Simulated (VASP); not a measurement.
**PbF2: single point with PBE+D3(BJ)**

PbF2:

```
CELL_PARAMETERS angstrom
0.00000 2.92077 2.92077
2.92077 0.00000 2.92077
2.92077 2.92077 0.00000
ATOMIC_POSITIONS crystal
Pb 0.00000 0.00000 0.00000
F 0.25000 0.25000 0.25000
F 0.75000 0.75000 0.75000
```

```json
{
 "Program": "VASP 6.6.1",
 "Task": "single point",
 "Functional": "PBE",
 "Dispersion": "D3(BJ)",
 "Potentials or basis": "VASP PAW PBE potentials, release 64 (Pb_d, F)",
 "Cutoff": "520 eV",
 "k mesh": "8 × 8 × 8",
 "Occupations": "gaussian, width 0.01 eV",
 "Spin": "no spin polarisation"
}
```

- Pressure: 4.8 GPa
- Band gap on the k mesh: 4.40 eV, indirect (least direct gap 4.56 eV)
- Dispersion energy per atom: -0.160 eV

Levels at points of the mesh, in eV from the valence-band top:
```tsv
k point	band 11	band 12	band 13	band 14	band 15	band 16	band 17	band 18
(0.00, 0.00, 0.00)	-2.77	-2.27	-2.27	-2.27	6.81	6.81	6.81	10.75
(0.50, 0.00, 0.00)	-3.01	-2.43	-2.43	-0.06	5.01	7.80	7.80	13.28
(0.50, 0.50, 0.00)	-1.82	-1.81	-1.81	-0.15	4.40	8.05	8.05	8.85
```

Run time: 24 s on 1 thread of Intel(R) Xeon(R) Platinum 8259CL CPU @ 2.50GHz (Skylake/Cascade Lake) (shared host), peak memory 0.19 GiB.

Caveat: spin-orbit coupling is left out, which moves the levels of the heavy elements. A k mesh can miss the band edges.
